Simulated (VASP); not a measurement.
# Rh (Cmcm) in VASP: notebook, part 2 of 2

VASP 6.6.1.

## (3) Single point, PBEsol (atoms displaced along a vibrational mode)

INCAR

```
PREC = Accurate
ENCUT = 500
EDIFF = 1E-6
ISMEAR = 0
SIGMA = 0.15
LREAL = False
LASPH = True
NELM = 120
ALGO = Normal
ISIF = 2
LWAVE = False
LCHARG = False
GGA = PS
NBANDS = 22
GGA_COMPAT = False
```

KPOINTS

```
regular mesh
0
Gamma
  22 22 16
```

POSCAR

```
Rh
1.0
    0.0000000000     -1.8899965797     -1.8899965797
    0.0000000000      1.8899965797     -1.8899965797
    3.7799931594      0.0000000000      0.0000000000
Rh
2
Direct
    0.5198413057      0.4801586943      0.5000000000
   -0.0198413057      0.0198413057      0.0000000000
```

Potentials or basis: VASP PAW PBE potentials, release 64 (Rh_pv).

Started as:

```
cat potpaw_PBE.64/Rh_pv/POTCAR > POTCAR
mpirun -np 1 vasp_std > vasp.out
```

OUTCAR:

```text
PREC = Accurate
   ENCUT = 500
   EDIFF = 1E-6
   ISMEAR = 0
   LREAL = False
   LASPH = True
   NELM = 120
   ISIF = 2
   GGA = PS

 ion  position               nearest neighbor table
   1  0.520  0.480  0.500-   2 2.57   2 2.57   2 2.68   2 2.68   2 2.68   2 2.68   2 2.78   2 2.78

   2  0.980  0.020  0.000-   1 2.57   1 2.57   1 2.68   1 2.68   1 2.68   1 2.68   1 2.78   1 2.78

  LATTYP: Found a simple tetragonal cell.
 ALAT       =     2.6728587959
 C/A-ratio  =     1.4142135624

  Lattice vectors:

 A1 = (   0.0000000000,  -1.8899965797,  -1.8899965797)
 A2 = (   0.0000000000,   1.8899965797,  -1.8899965797)
 A3 = (   3.7799931594,   0.0000000000,   0.0000000000)

Analysis of symmetry for initial positions (statically):
=====================================================================
 Subroutine PRICEL returns:
 Original cell was already a primitive cell.

 Routine SETGRP: Setting up the symmetry group for a
 simple tetragonal supercell.

 Subroutine GETGRP returns: Found  8 space group operations
 (whereof  4 operations were pure point group operations)
 out of a pool of 16 trial point group operations.

The static configuration has the point symmetry C_2v.
 The point group associated with its full space group is D_2h.

Analysis of symmetry for dynamics (positions and initial velocities):
=====================================================================
 Subroutine PRICEL returns:
 Original cell was already a primitive cell.

 Routine SETGRP: Setting up the symmetry group for a
 simple tetragonal supercell.

 Subroutine GETGRP returns: Found  8 space group operations
 (whereof  4 operations were pure point group operations)
 out of a pool of 16 trial point group operations.

The dynamic configuration has the point symmetry C_2v.
 The point group associated with its full space group is D_2h.

 Subroutine INISYM returns: Found  8 space group operations
 (whereof  4 operations are pure point group operations),
 and found     1 'primitive' translations

----------------------------------------------------------------------------------------

                                     Primitive cell

  volume of cell :      27.0049

  direct lattice vectors                    reciprocal lattice vectors
     0.000000000 -1.889996580 -1.889996580     0.000000000 -0.264550743 -0.264550743
     0.000000000  1.889996580 -1.889996580     0.000000000  0.264550743 -0.264550743
     3.779993159  0.000000000  0.000000000     0.264550743  0.000000000  0.000000000

  length of vectors
     2.672858796  2.672858796  3.779993159     0.374131249  0.374131249  0.264550743

  position of ions in fractional coordinates (direct lattice)
     0.519841306  0.480158694  0.500000000
     0.980158694  0.019841306  0.000000000

  ion indices of the primitive-cell ions
   primitive index   ion index
                 1           1
                 2           2

----------------------------------------------------------------------------------------

 KPOINTS: regular mesh

Automatic generation of k-mesh.
 Grid dimensions read from file:
 generate k-points for:   22   22   16

 Generating k-lattice:

  Cartesian coordinates                     Fractional coordinates (reciprocal lattice)
     0.000000000 -0.012025034 -0.012025034     0.045454545  0.000000000  0.000000000
     0.000000000  0.012025034 -0.012025034     0.000000000  0.045454545  0.000000000
     0.016534421  0.000000000  0.000000000     0.000000000  0.000000000  0.062500000

  Length of vectors
     0.017005966  0.017005966  0.016534421

  Shift w.r.t. Gamma in fractional coordinates (k-lattice)
     0.000000000  0.000000000  0.000000000

 Subroutine IBZKPT returns following result:
 ===========================================

 Found   1197 irreducible k-points:

 Following reciprocal coordinates:
            Coordinates               Weight
  0.000000  0.000000  0.000000      1.000000
  0.045455  0.000000  0.000000      4.000000
  0.090909  0.000000  0.000000      4.000000
  0.136364  0.000000  0.000000      4.000000
  0.181818  0.000000  0.000000      4.000000
  0.227273  0.000000  0.000000      4.000000
[... 16 lines left out ...]
  0.272727  0.045455  0.000000      4.000000
 -0.045455  0.272727  0.000000      4.000000
 [... further k-points ...]
   k-points           NKPTS =   1197   k-points in BZ     NKDIM =   1197   number of bands    NBANDS=     22
   number of dos      NEDOS =    301   number of ions     NIONS =      2
   total plane-waves  NPLWV =  11200
   dimension x,y,z NGX =    20 NGY =   20 NGZ =   28
   dimension x,y,z NGXF=    40 NGYF=   40 NGZF=   56
   ions per type =               2
   NGX,Y,Z   is equivalent  to a cutoff of  12.44, 12.44, 12.31 a.u.
   NGXF,Y,Z  is equivalent  to a cutoff of  24.88, 24.88, 24.63 a.u.
 SYSTEM =  unknown system
   PREC   = accura    normal or accurate (medium, high low for compatibility)
   ISTART =      0    job   : 0-new  1-cont  2-samecut
   ICHARG =      2    charge: 1-file 2-atom 10-const
   ISPIN  =      1    spin polarized calculation?
   LNONCOLLINEAR =      F non collinear calculations
   LSORBIT =      F    spin-orbit coupling
   LASPH  =      T    aspherical Exc in radial PAW
   ENCUT  =  500.0 eV  36.75 Ry    6.06 a.u.   4.87  4.87  6.89*2*pi/ulx,y,z
   NELM   =    120;   NELMIN=  2; NELMDL= -5     # of ELM steps
   EDIFF  = 0.1E-05   stopping-criterion for ELM
   LREAL  =      F    real-space projection
   EDIFFG = 0.1E-04   stopping-criterion for IOM
   NSW    =      0    number of steps for IOM
   IBRION =     -1    ionic relax: 0-MD 1-quasi-New 2-CG
   NFREE  =      0    steps in history (QN), initial steepest desc. (CG)
   ISIF   =      2    stress and relaxation
   ISYM   =      2    0-nonsym 1-usesym 2-fastsym
   POTIM  = 0.5000    time-step for ionic-motion
   TEBEG  =    0.0;   TEEND  =   0.0 temperature during run
   PSTRESS=    0.0 pullay stress
   NELECT =      30.0000    total number of electrons
   NUPDOWN=      -1.0000    fix difference up-down
   EMIN   =  10.00;   EMAX   =-10.00  energy-range for DOS
   EFERMI =   0.00;   METHOD = LEGACY
   ISMEAR =     0;   SIGMA  =   0.15  broadening in eV -4-tet -1-fermi 0-gaus
   EFERMI_NEDOS =   21; number of points for ismear=-14 and -15
   IALGO  =     38    algorithm
   IMIX   =      4    mixing-type and parameters
     AMIX     =   0.40;   BMIX     =  1.00
     AMIX_MAG =   1.60;   BMIX_MAG =  1.00
  volume/ion in A,a.u.               =      13.50        91.12
  Fermi-wavevector in a.u.,A,eV,Ry     =   1.695512  3.204053 39.113503  2.874761
  Thomas-Fermi vector in A             =   2.776543
   LORBIT       =      0    0 simple, 1 ext, 2 COOP (PROOUT), +10 PAW based schemes
   GGA     = PS    functional components
   LHFCALC =     F    Hartree Fock is set to
   AEXX    =    0.0000 exact exchange contribution
   IVDW    =     0    specifies the selected vdW correction
   LEPSILON=     F    determine dielectric tensor
   LRPA    =     F    only Hartree local field effects (RPA)
 non-spin polarized calculation
 Gauss-broadening in eV      SIGMA  =   0.15
  energy-cutoff  :      500.00
  volume of cell :       27.00
 maximum number of plane-waves:       720
   NGX =  9   NGY =  9   NGZ = 13

 number of electron      30.0000005 magnetization

 Free energy of the ion-electron system (eV)
  ---------------------------------------------------
  ext. energy  EPLUGINS =         0.00000000
  ---------------------------------------------------
  free energy    TOTEN  =       -16.21223575 eV

  energy without entropy =      -16.18258973  energy(sigma->0) =      -16.19741274

 E-fermi :  12.1048     XC(G=0): -14.3305

 val. band max:       12.1038839149   @ k =   0.3636   0.3636   0.4375
 cond. band min:      12.1069220784   @ k =   0.1364   0.0455   0.0625
 fundamental gap:      0.0030381634
 Fermi energy:        12.1048120253

 k-point     1 :       0.0000    0.0000    0.0000
  band No.  band energies     occupation
      1     -35.0464      2.00000
      2     -34.5690      2.00000
      3     -34.5452      2.00000
      4     -34.2744      2.00000
      5     -34.2720      2.00000
      6     -34.2679      2.00000
[... 14 lines left out ...]
     21      25.5778      0.00000
     22      28.2151      0.00000
[... 552 lines left out ...]
  band No.  band energies     occupation
      1     -34.8989      2.00000
      2     -34.7492      2.00000
      3     -34.5801      2.00000
      4     -34.4839      2.00000
      5     -34.3782      2.00000
      6     -34.3011      2.00000
[... 14 lines left out ...]
     21      28.6364      0.00000
     22      29.3968      0.00000

 [... further k-points ...]

------------------------ aborting loop because EDIFF is reached ----------------------------------------

  FORCE on cell =-STRESS in cart. coord.  units (eV):
  Direction    XX          YY          ZZ          XY          YZ          ZX
  --------------------------------------------------------------------------------------
  -------------------------------------------------------------------------------------
  Total        0.5175794      0.4455752     -0.1216050      0.0000000      0.0000000      0.0000000
  in kB       30.7075019     26.4355610     -7.2147132      0.0000000      0.0000000      0.0000000
  external PRESSURE =      16.6427833 kB  Pullay stress =       0.0000000 kB

 VOLUME and BASIS-vectors are now :
 -----------------------------------------------------------------------------
  energy-cutoff  :      500.00
  volume of cell :       27.00
      direct lattice vectors                 reciprocal lattice vectors
     0.000000000 -1.889996580 -1.889996580     0.000000000 -0.264550743 -0.264550743
     0.000000000  1.889996580 -1.889996580     0.000000000  0.264550743 -0.264550743
     3.779993159  0.000000000  0.000000000     0.264550743  0.000000000  0.000000000

 POSITION                                       TOTAL-FORCE (eV/Angst)
 -----------------------------------------------------------------------------------
      1.89000     -0.07500     -1.89000         0.000000      1.047967      0.000000
      0.00000     -1.81500     -1.89000         0.000000     -1.047967      0.000000
 -----------------------------------------------------------------------------------
    total drift:                               -0.000000      0.000000     -0.000000

  FREE ENERGIE OF THE ION-ELECTRON SYSTEM (eV)
  ---------------------------------------------------
  free  energy   TOTEN  =       -16.2122357535 eV

  energy  without entropy=      -16.1825897306  energy(sigma->0) =      -16.19741274
```

stdout:

```text
POSCAR found type information on POSCAR Rh
 POSCAR found :  1 types and       2 ions
 scaLAPACK will be used
 -----------------------------------------------------------------------------
|                                                                             |
|                                                                             |
|     You enforced a specific xc type in the INCAR file but a different       |
|     I HOPE YOU KNOW WHAT YOU ARE DOING!                                     |
|                                                                             |
 -----------------------------------------------------------------------------

 LDA part: xc-table for (Slater+PW92), standard interpolation
 POSCAR, INCAR and KPOINTS ok, starting setup
 FFT: planning ... GRIDC
 FFT: planning ... GRID_SOFT
 FFT: planning ... GRID
 WAVECAR not read
 entering main loop
```

Wall time 3.9 min (1 thread of Oxide Virtual Turin-like, shared host); peak memory 0.53 GiB.

Results:

| Quantity | Value |
| --- | --- |
| Free energy | -16.2122 eV |
| Pressure | 1.7 GPa |
| Largest force | 1.048 eV/Å |
| Band gap on the k mesh | zero (bands 15 and 16 overlap by 2.44 eV) |

Forces on the atoms (eV/Å):
```
Rh   0.000  1.048  0.000
Rh   0.000 -1.048  0.000
```

Stress tensor (GPa, compression positive):
```
 3.07  0.00  0.00
 0.00  2.64  0.00
 0.00  0.00 -0.72
```

Caveat: the cell differs from its parent crystal (atoms displaced along a vibrational mode); the PAW data sets were made with another functional, which shifts forces and pressure a little.
